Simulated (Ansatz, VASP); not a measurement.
**Two plane-wave programs on Ta**

```
CELL_PARAMETERS angstrom
-1.65352 1.65352 1.65352
1.65352 -1.65352 1.65352
1.65352 1.65352 -1.65352
ATOMIC_POSITIONS crystal
Ta 0.00000 0.00000 0.00000
```

Alike in both runs: functional r2SCAN; k mesh 16 × 16 × 16; occupations fermi-dirac, width 0.1 eV; no spin polarisation.

Ansatz relaxed the structure, and its values are those at the end. VASP's run is a single point on that final structure, the one shown.

|  | VASP | Ansatz |
| --- | --- | --- |
| version | VASP 6.6.1 | Ansatz 0.2.0 |
| potentials or method | VASP PAW PBE potentials, release 64 (Ta_pv) | PAW with Ansatz's default frozen-core files, scalar-relativistic |
| plane-wave cutoff (eV) | 520 | 500 |
| valence electrons in the cell | 11 | 13 |

|  | VASP | Ansatz | Ansatz less VASP |
| --- | --- | --- | --- |
| pressure (GPa) | 0.6 | 0.0 | -0.64 |

VASP's potentials were made for PBE, not for r2SCAN. With one functional, cell and mesh, what is left measures potentials, basis and numerics. VASP's potentials hold 11 valence electrons a cell and Ansatz's 13, so a difference there can come from the potentials and not from the codes.

Neither program's run includes spin-orbit coupling.
